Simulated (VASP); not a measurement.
Runs of VASP 6.6.1 on SO (rock salt type). The structure is that of space group Fm-3m (No. 225), or close to it. The cells are those of the table. 

| level | cell | k mesh | smearing | gap on the mesh (eV) | pressure (GPa) |
| --- | --- | --- | --- | --- | --- |
| PBE | a = 3.268 Å, angles 60.0°, 2 atoms | 21 × 21 × 21 | fermi-dirac 0.0612256 eV | none | (c) |
| r2SCAN | a = 3.279 Å, angles 60.0°, 2 atoms | 13 × 13 × 13 | fermi-dirac 0.1 eV | none | -3.5 |
| PBE | a = 3.224 Å, angles 60.0°, 2 atoms | 21 × 21 × 21 | fermi-dirac 0.0612256 eV | none | 5.4 |
| PBE | a = 3.246 Å, angles 60.0°, 2 atoms | 21 × 21 × 21 | fermi-dirac 0.0612256 eV | none | 2.4 |
| r2SCAN | a = 3.246 Å, angles 60.0°, 2 atoms | 13 × 13 × 13 | fermi-dirac 0.1 eV | none | (b) |
| r2SCAN | a = 3.213 Å, angles 60.0°, 2 atoms | 13 × 13 × 13 | fermi-dirac 0.1 eV | none | (a) |
| r2SCAN | a = 3.311 Å, angles 60.0°, 2 atoms | 13 × 13 × 13 | fermi-dirac 0.1 eV | none | -7.0 |
| PBE | a = 3.202 Å, angles 60.0°, 2 atoms | 21 × 21 × 21 | fermi-dirac 0.0612256 eV | none | 8.8 |

Alike in all rows: task single point; potentials or basis VASP PAW PBE potentials, release 64 (S, O); no spin polarisation; cutoff (eV) 520.

**Question.** Estimate the missing entries.

**Answer.** (a) 5.3; (b) 0.5; (c) -0.3.

Caveats: the PAW data sets were made with another functional, which shifts forces and pressure a little (at least some runs); the cell stands under pressure (at least some runs); the cell stands under tension (at least some runs).

A gap of «none» marks levels without a gap at the run's occupations.
